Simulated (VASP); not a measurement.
# BN (F-43m) in VASP: notebook

Runs on BN. Level: PBE. Tasks: single point.

Program: VASP 6.6.1. These are calculated values, not measurements. Logs are shortened: lines on timing, memory, paths and dates and some standing lists are left out, and cuts for length are marked.

### Step 1. The cell of the first run

The structure is cubic, space group F-43m (No. 216). The conventional cell has a = 3.567 Å, b = 3.567 Å, c = 3.567 Å, α = 90.00°, β = 90.00°, γ = 90.00°. Within 2.1 Å of B (site symmetry -43m) lie 4 N at 1.54 Å. Within 2.1 Å of N (site symmetry -43m) lie 4 B at 1.54 Å.

### Step 2. Single point, PBE

INCAR reads:

```
SYSTEM = BN
  PREC = Accurate
  ENCUT = 600
  EDIFF = 1E-6
  ISMEAR = 0
  SIGMA = 0.01
  LREAL = .FALSE.
  LASPH = .TRUE.
  NELM = 120
  ALGO = Normal
  ISIF = 2
  LWAVE = .FALSE.
  LCHARG = .FALSE.
  GGA = PE
  NBANDS = 11
  GGA_COMPAT = .FALSE.
```

KPOINTS reads:

```
regular mesh
0
G
  3 3 3
  0 0 0
```

POSCAR reads:

```
BN
1.0
    0.0000000000      1.7835645722      1.7835645722
    1.7835645722      0.0000000000      1.7835645722
    1.7835645722      1.7835645722      0.0000000000
B N
1 1
Direct
    0.0000000000      0.0000000000      0.0000000000
    0.2500000000      0.2500000000      0.2500000000
```

Potentials or basis: VASP PAW PBE potentials, release 64 (B, N).

Launch:

```
> cat potpaw_PBE.64/B/POTCAR potpaw_PBE.64/N/POTCAR > POTCAR
> mpirun -np 1 vasp_std > vasp.out
```

OUTCAR:

```text
SYSTEM = BN
   PREC = Accurate
   ENCUT = 600
   EDIFF = 1E-6
   ISMEAR = 0
   LREAL = .FALSE.
   LASPH = .TRUE.
   NELM = 120
   ISIF = 2
   GGA = PE

 ion  position               nearest neighbor table
   1  0.000  0.000  0.000-   2 1.54   2 1.54   2 1.54   2 1.54
   2  0.250  0.250  0.250-   1 1.54   1 1.54   1 1.54   1 1.54

  LATTYP: Found a face centered cubic cell.
 ALAT       =     3.5671291444

  Lattice vectors:

 A1 = (   0.0000000000,   1.7835645722,   1.7835645722)
 A2 = (   1.7835645722,   0.0000000000,   1.7835645722)
 A3 = (   1.7835645722,   1.7835645722,   0.0000000000)

Analysis of symmetry for initial positions (statically):
=====================================================================
 Subroutine PRICEL returns:
 Original cell was already a primitive cell.

 Routine SETGRP: Setting up the symmetry group for a
 face centered cubic supercell.

 Subroutine GETGRP returns: Found 24 space group operations
 (whereof 24 operations were pure point group operations)
 out of a pool of 48 trial point group operations.

The static configuration has the point symmetry T_d .

Analysis of symmetry for dynamics (positions and initial velocities):
=====================================================================
 Subroutine PRICEL returns:
 Original cell was already a primitive cell.

 Routine SETGRP: Setting up the symmetry group for a
 face centered cubic supercell.

 Subroutine GETGRP returns: Found 24 space group operations
 (whereof 24 operations were pure point group operations)
 out of a pool of 48 trial point group operations.

The dynamic configuration has the point symmetry T_d .

 Subroutine INISYM returns: Found 24 space group operations
 (whereof 24 operations are pure point group operations),
 and found     1 'primitive' translations

----------------------------------------------------------------------------------------

                                     Primitive cell

  volume of cell :      11.3474

  direct lattice vectors                    reciprocal lattice vectors
     0.000000000  1.783564572  1.783564572    -0.280337481  0.280337481  0.280337481
     1.783564572  0.000000000  1.783564572     0.280337481 -0.280337481  0.280337481
     1.783564572  1.783564572  0.000000000     0.280337481  0.280337481 -0.280337481

  length of vectors
     2.522341207  2.522341207  2.522341207     0.485558761  0.485558761  0.485558761

  position of ions in fractional coordinates (direct lattice)
     0.000000000  0.000000000  0.000000000
[... 64 lines left out ...]
   ISYM   =      2    0-nonsym 1-usesym 2-fastsym
   POTIM  = 0.5000    time-step for ionic-motion
   TEBEG  =    0.0;   TEEND  =   0.0 temperature during run
   PSTRESS=    0.0 pullay stress
   NELECT =       8.0000    total number of electrons
   NUPDOWN=      -1.0000    fix difference up-down
   EMIN   =  10.00;   EMAX   =-10.00  energy-range for DOS
   EFERMI =   0.00;   METHOD = LEGACY
   ISMEAR =     0;   SIGMA  =   0.01  broadening in eV -4-tet -1-fermi 0-gaus
   EFERMI_NEDOS =   21; number of points for ismear=-14 and -15
   IALGO  =     38    algorithm
   IMIX   =      4    mixing-type and parameters
     AMIX     =   0.40;   BMIX     =  1.00
     AMIX_MAG =   1.60;   BMIX_MAG =  1.00
  volume/ion in A,a.u.               =       5.67        38.29
  Fermi-wavevector in a.u.,A,eV,Ry     =   1.457044  2.753414 28.884857  2.122977
  Thomas-Fermi vector in A             =   2.573891
   LORBIT       =      0    0 simple, 1 ext, 2 COOP (PROOUT), +10 PAW based schemes
   GGA     = PE    functional components
   LHFCALC =     F    Hartree Fock is set to
   AEXX    =    0.0000 exact exchange contribution
   IVDW    =     0    specifies the selected vdW correction
   LEPSILON=     F    determine dielectric tensor
   LRPA    =     F    only Hartree local field effects (RPA)
 non-spin polarized calculation
 Gauss-broadening in eV      SIGMA  =   0.01
  energy-cutoff  :      600.00
  volume of cell :       11.35
 maximum number of plane-waves:       383
   NGX =  9   NGY =  9   NGZ =  9

 number of electron       7.9999998 magnetization

 Free energy of the ion-electron system (eV)
  ---------------------------------------------------
  ext. energy  EPLUGINS =         0.00000000
  ---------------------------------------------------
  free energy    TOTEN  =       -17.03615531 eV

  energy without entropy =      -17.03615531  energy(sigma->0) =      -17.03615531

 E-fermi :   8.0868     XC(G=0): -12.9860

 val. band max:        8.0355345638   @ k =   0.0000   0.0000   0.0000
 cond. band min:      13.7444581053   @ k =   0.3333   0.3333   0.0000
 fundamental gap:      5.7089235415
 Fermi energy:         8.0868345314

 k-point     1 :       0.0000    0.0000    0.0000
  band No.  band energies     occupation
      1     -12.7132      2.00000
      2       8.0355      2.00000
      3       8.0355      2.00000
      4       8.0355      2.00000
      5      16.9420      0.00000
      6      16.9420      0.00000
      7      16.9420      0.00000
      8      19.0150      0.00000
      9      33.4440      0.00000
     10      36.1879      0.00000
     11      36.1879      0.00000
[... 29 lines left out ...]
 k-point     4 :      -0.3333    0.3333    0.0000
  band No.  band energies     occupation
      1      -7.0909      2.00000
      2      -0.7264      2.00000
      3       0.3562      2.00000
      4       4.3681      2.00000
      5      15.9413      0.00000
      6      22.9302      0.00000
      7      22.9908      0.00000
      8      24.6379      0.00000
      9      26.5798      0.00000
     10      33.4030      0.00000
     11      35.5612      0.00000

------------------------ aborting loop because EDIFF is reached ----------------------------------------

  FORCE on cell =-STRESS in cart. coord.  units (eV):
  Direction    XX          YY          ZZ          XY          YZ          ZX
  --------------------------------------------------------------------------------------
  -------------------------------------------------------------------------------------
  Total        1.6558305      1.6558305      1.6558305      0.0000000      0.0000000     -0.0000000
  in kB      233.7921683    233.7921683    233.7921683      0.0000000      0.0000000     -0.0000000
  external PRESSURE =     233.7921683 kB  Pullay stress =       0.0000000 kB

 VOLUME and BASIS-vectors are now :
 -----------------------------------------------------------------------------
  energy-cutoff  :      600.00
  volume of cell :       11.35
      direct lattice vectors                 reciprocal lattice vectors
     0.000000000  1.783564572  1.783564572    -0.280337481  0.280337481  0.280337481
     1.783564572  0.000000000  1.783564572     0.280337481 -0.280337481  0.280337481
     1.783564572  1.783564572  0.000000000     0.280337481  0.280337481 -0.280337481

 POSITION                                       TOTAL-FORCE (eV/Angst)
 -----------------------------------------------------------------------------------
      0.00000      0.00000      0.00000         0.000000     -0.000000     -0.000000
      0.89178      0.89178      0.89178        -0.000000      0.000000      0.000000
 -----------------------------------------------------------------------------------
    total drift:                                0.000000      0.000000      0.000000

  FREE ENERGIE OF THE ION-ELECTRON SYSTEM (eV)
  ---------------------------------------------------
  free  energy   TOTEN  =       -17.0361553084 eV

  energy  without entropy=      -17.0361553084  energy(sigma->0) =      -17.03615531
```

stdout:

```text
POSCAR found type information on POSCAR B N
 POSCAR found :  2 types and       2 ions
 scaLAPACK will be used
 LDA part: xc-table for (Slater+PW92), standard interpolation
 POSCAR, INCAR and KPOINTS ok, starting setup
 FFT: planning ... GRIDC
 FFT: planning ... GRID_SOFT
 FFT: planning ... GRID
 WAVECAR not read
 entering main loop
```

Wall time 2.7 s (1 thread of AMD EPYC 7R13, shared host); peak memory 0.09 GiB.

Results:

```
Free energy            : -17.0362 eV
Pressure               : 23.4 GPa
Band gap on the k mesh : 5.71 eV, indirect (least direct gap 8.91 eV)
```

Caveat: the k points lie up to 1.02 Å⁻¹ apart.

### Step 3. Single point, PBE

INCAR reads:

```
  ALGO = Normal
  EDIFF = 1E-6
  ENCUT = 600
  GGA = PE
  GGA_COMPAT = False
  ISIF = 2
  ISMEAR = 0
  LASPH = True
  LCHARG = True
  LELF = True
  LREAL = False
  LVHAR = True
  LWAVE = False
  NBANDS = 11
  NELM = 120
  PREC = Accurate
  SIGMA = 0.01
```

KPOINTS reads:

```
k-points
0
Gamma
  3 3 3
```

POSCAR is that of step 2.

Potentials or basis: VASP PAW PBE potentials, release 64 (B, N).

Launch:

```
> cat potpaw_PBE.64/B/POTCAR potpaw_PBE.64/N/POTCAR > POTCAR
> mpirun -np 1 vasp_std > vasp.out
```

OUTCAR:

```text
EDIFF = 1E-6
   ENCUT = 600
   GGA = PE
   ISIF = 2
   ISMEAR = 0
   LASPH = True
   LREAL = False
   NELM = 120
   PREC = Accurate

 ion  position               nearest neighbor table
   1  0.000  0.000  0.000-   2 1.54   2 1.54   2 1.54   2 1.54
   2  0.250  0.250  0.250-   1 1.54   1 1.54   1 1.54   1 1.54

  LATTYP: Found a face centered cubic cell.
 ALAT       =     3.5671291444

  Lattice vectors:

 A1 = (   0.0000000000,   1.7835645722,   1.7835645722)
 A2 = (   1.7835645722,   0.0000000000,   1.7835645722)
 A3 = (   1.7835645722,   1.7835645722,   0.0000000000)

Analysis of symmetry for initial positions (statically):
=====================================================================
 Subroutine PRICEL returns:
 Original cell was already a primitive cell.

 Routine SETGRP: Setting up the symmetry group for a
 face centered cubic supercell.

 Subroutine GETGRP returns: Found 24 space group operations
 (whereof 24 operations were pure point group operations)
 out of a pool of 48 trial point group operations.

The static configuration has the point symmetry T_d .

[... 148 lines left out ...]
      1     -12.7132      2.00000
      2       8.0355      2.00000
      3       8.0355      2.00000
      4       8.0355      2.00000
      5      16.9420      0.00000
      6      16.9420      0.00000
      7      16.9420      0.00000
      8      19.0150      0.00000
      9      33.4440      0.00000
     10      36.1879      0.00000
     11      36.1879      0.00000
[... 29 lines left out ...]
 k-point     4 :      -0.3333    0.3333    0.0000
  band No.  band energies     occupation
      1      -7.0909      2.00000
      2      -0.7264      2.00000
      3       0.3562      2.00000
      4       4.3681      2.00000
      5      15.9413      0.00000
      6      22.9302      0.00000
      7      22.9908      0.00000
      8      24.6379      0.00000
      9      26.5798      0.00000
     10      33.4030      0.00000
     11      35.5612      0.00000

------------------------ aborting loop because EDIFF is reached ----------------------------------------

  FORCE on cell =-STRESS in cart. coord.  units (eV):
  Direction    XX          YY          ZZ          XY          YZ          ZX
  --------------------------------------------------------------------------------------
  -------------------------------------------------------------------------------------
  Total        1.6558305      1.6558305      1.6558305      0.0000000      0.0000000     -0.0000000
  in kB      233.7921683    233.7921683    233.7921683      0.0000000      0.0000000     -0.0000000
  external PRESSURE =     233.7921683 kB  Pullay stress =       0.0000000 kB

 VOLUME and BASIS-vectors are now :
 -----------------------------------------------------------------------------
  energy-cutoff  :      600.00
  volume of cell :       11.35
      direct lattice vectors                 reciprocal lattice vectors
     0.000000000  1.783564572  1.783564572    -0.280337481  0.280337481  0.280337481
     1.783564572  0.000000000  1.783564572     0.280337481 -0.280337481  0.280337481
     1.783564572  1.783564572  0.000000000     0.280337481  0.280337481 -0.280337481

 POSITION                                       TOTAL-FORCE (eV/Angst)
 -----------------------------------------------------------------------------------
      0.00000      0.00000      0.00000         0.000000     -0.000000     -0.000000
      0.89178      0.89178      0.89178        -0.000000      0.000000      0.000000
 -----------------------------------------------------------------------------------
    total drift:                                0.000000      0.000000      0.000000

  FREE ENERGIE OF THE ION-ELECTRON SYSTEM (eV)
  ---------------------------------------------------
  free  energy   TOTEN  =       -17.0361553084 eV

  energy  without entropy=      -17.0361553084  energy(sigma->0) =      -17.03615531
```

OSZICAR:

```text
N       E                     dE             d eps       ncg     rms          rms(c)
DAV:   1     0.107155723062E+02    0.10716E+02   -0.54255E+03    88   0.806E+02
DAV:   2    -0.177614718078E+02   -0.28477E+02   -0.27989E+02    97   0.184E+02
DAV:   3    -0.181816775732E+02   -0.42021E+00   -0.41997E+00   112   0.188E+01
DAV:   4    -0.181821190100E+02   -0.44144E-03   -0.44143E-03    97   0.679E-01
DAV:   5    -0.181821194578E+02   -0.44775E-06   -0.44780E-06   103   0.218E-02    0.717E+00
DAV:   6    -0.171466780640E+02    0.10354E+01   -0.32799E+00    91   0.112E+01    0.350E+00
DAV:   7    -0.170517739425E+02    0.94904E-01   -0.13844E-01    97   0.301E+00    0.202E+00
DAV:   8    -0.170357662938E+02    0.16008E-01   -0.42650E-02    94   0.152E+00    0.223E-01
DAV:   9    -0.170360535423E+02   -0.28725E-03   -0.10104E-03   100   0.274E-01    0.881E-02
DAV:  10    -0.170361495528E+02   -0.96010E-04   -0.13478E-04    91   0.102E-01    0.161E-02
DAV:  11    -0.170361552498E+02   -0.56970E-05   -0.94231E-06   108   0.256E-02    0.110E-02
DAV:  12    -0.170361553084E+02   -0.58586E-07   -0.15268E-06    50   0.894E-03
   1 F= -.17036155E+02 E0= -.17036155E+02  d E =-.233191E-14
```

stdout:

```text
POSCAR found type information on POSCAR B N
 POSCAR found :  2 types and       2 ions
 scaLAPACK will be used
 LDA part: xc-table for (Slater+PW92), standard interpolation
 POSCAR, INCAR and KPOINTS ok, starting setup
 FFT: planning ... GRIDC
 FFT: planning ... GRID_SOFT
 FFT: planning ... GRID
 WAVECAR not read
 entering main loop
```

Wall time 3.1 s (1 thread of AMD EPYC 7R13, shared host); peak memory 0.08 GiB.

What came out:

| Item | Value |
| --- | --- |
| Free energy | -17.0362 eV |
| Pressure | 23.4 GPa |
| Band gap on the k mesh | 5.71 eV, indirect (least direct gap 8.91 eV) |

Levels at points of the mesh, in eV from the valence-band top:
```
           k point  band 2  band 3  band 4  band 5  band 6  band 7
(0.00, 0.00, 0.00)    0.00    0.00    0.00    8.91    8.91    8.91
```

Caveat: the k points lie up to 1.02 Å⁻¹ apart.

(Part 1 of 2 ends here.)
